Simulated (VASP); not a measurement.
# CsSi3: single point with PBE

Crystal: CsSi3.

```
Cs Si
1.0
     4.07885    0.00000    0.00000
    -2.03942    3.53239    0.00000
     0.00000    0.00000    7.55180
Cs Si
1 3
Direct
  0.00000 0.00000 0.50000
  0.00000 0.00000 0.00000
  0.33333 0.66667 0.10903
  0.66667 0.33333 0.89097
```

```
Program                 : VASP 6.6.1
Task                    : single point
Functional              : PBE
Potentials or basis     : VASP PAW PBE potentials, release 64 (Cs_sv, Si)
Cutoff                  : 520 eV
k mesh                  : 12 × 12 × 6
Occupations             : gaussian, width 0.1 eV
Spin                    : no spin polarisation
Dipole correction       : no
k mesh for the DOS      : 18 × 18 × 9
Occupations for the DOS : tetrahedron
Further INCAR settings  : ALGO = Fast; EDIFF = 1e-06
```

```yaml
Valence_electrons_inside_the_program's_atomic_spheres: Cs 6.58; Si 1.61, 1.58 (each value once)
```

Levels at points of the mesh, in eV from the Fermi level:
```csv
k point,band 7,band 8,band 9,band 10,band 11,band 12,band 13,band 14
"(0.00, 0.00, 0.00)",-2.30,-2.02,-2.02,-1.18,-1.18,-0.05,1.14,1.42
"(0.50, 0.00, 0.00)",-5.05,-4.17,-2.96,-1.66,0.13,0.53,1.28,2.92
```

Wall time 5.1 min on 1 thread of Oxide Virtual Turin-like Processor, on a shared host, peak memory 0.5 GiB.

Caveat: spin-orbit coupling is left out, which moves the levels of the heavy elements.
